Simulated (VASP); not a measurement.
YbB2: relaxation of shape and atoms at fixed volume with PBEsol

YbB2:

```
CELL_PARAMETERS angstrom
3.22245 0.00000 0.00000
-1.61123 2.79073 0.00000
0.00000 0.00000 3.81227
ATOMIC_POSITIONS crystal
Yb 0.00000 0.00000 0.00000
B 0.33333 0.66667 0.50000
B 0.66667 0.33333 0.50000
```

| Item | Value |
| --- | --- |
| Program | VASP 6.6.1 |
| Task | relaxation of shape and atoms at fixed volume |
| Functional | PBEsol |
| Potentials or basis | VASP PAW PBE potentials, release 64 (Yb, B) |
| Cutoff | 600 eV |
| k mesh | 14 × 14 × 10 |
| Occupations | gaussian, width 0.05 eV |
| Spin | no spin polarisation |
| Dipole correction | no |
| Further INCAR settings | ALGO = Normal; EDIFF = 1e-06; IBRION = 2; EDIFFG = -0.01; NSW = 60; ISIF = 4 |

- Energy gained by relaxing: 0.0 meV/atom
- Ionic steps: 2
- Pressure after relaxing: -2.6 GPa
- Band gap on the k mesh: zero (bands 15 and 16 overlap by 1.32 eV)

Final structure:
```
Yb B
1.0
     3.22084    0.00000    0.00000
    -1.61042    2.78933    0.00000
     0.00000    0.00000    3.81610
Yb B
1 2
Direct
  0.00000 0.00000 0.00000
  0.33333 0.66667 0.50000
  0.66667 0.33333 0.50000
```

Levels at points of the mesh, in eV from the Fermi level:
```csv
k point,band 12,band 13,band 14,band 15,band 16,band 17,band 18,band 19
"(0.00, 0.00, 0.00)",-0.37,-0.34,-0.34,-0.31,0.08,6.55,6.55,6.61
"(0.50, 0.00, 0.00)",-0.35,-0.32,-0.25,0.04,0.08,3.67,5.86,6.96
"(0.00, 0.00, 0.50)",-0.29,-0.29,1.05,1.05,3.60,3.60,4.01,4.09
"(0.50, 0.00, 0.50)",-0.42,-0.36,-0.30,-0.26,-0.05,5.59,6.33,8.63
```

It took 4.9 min on 1 thread of Intel(R) Xeon(R) Platinum 8559C (Emerald Rapids) (shared host), peak memory 0.28 GiB.

Caveat: the PAW data sets were made with another functional, which shifts forces and pressure a little; spin-orbit coupling is left out, which moves the levels of the heavy elements. Spin polarisation is off, so any magnetic state and its effect on volume and gap are missing.
